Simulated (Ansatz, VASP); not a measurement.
## Mg in VASP and in Ansatz

```
CELL_PARAMETERS angstrom
-1.72623 1.77276 1.72623
1.81930 -1.77276 1.81930
1.72623 1.77276 -1.72623
ATOMIC_POSITIONS crystal
Mg 0.00000 0.00000 0.00000
```

Change from the starting cell: strain +0.0525 x Voigt [0, 0, 0, 0, 1, 0], atoms carried along.

Alike in both runs: task single point; functional PBE; k mesh 18 × 18 × 18; occupations gaussian, width 0.15 eV; no spin polarisation.

```csv
,VASP,Ansatz
version,VASP 6.6.1,Ansatz 0.2.0
potentials or method,"VASP PAW PBE potentials, release 64 (Mg), cutoff 520 eV","scalar-relativistic, plane waves, PAW"
valence electrons in the cell,2,10
```

|  | VASP | Ansatz | Ansatz less VASP |
| --- | --- | --- | --- |
| gap on the k mesh at the Fermi level (eV) | none | none | - |
| pressure (GPa) | 1.1 | 1.2 | +0.12 |
| traceless stress, the component that is largest in VASP (GPa) | -1.72 | -1.72 | +0.003 |

A gap of «none» marks a metal or a gap that the smearing closes. VASP's potentials hold 2 valence electrons a cell and Ansatz's 10, so a difference there can come from the potentials and not from the codes.
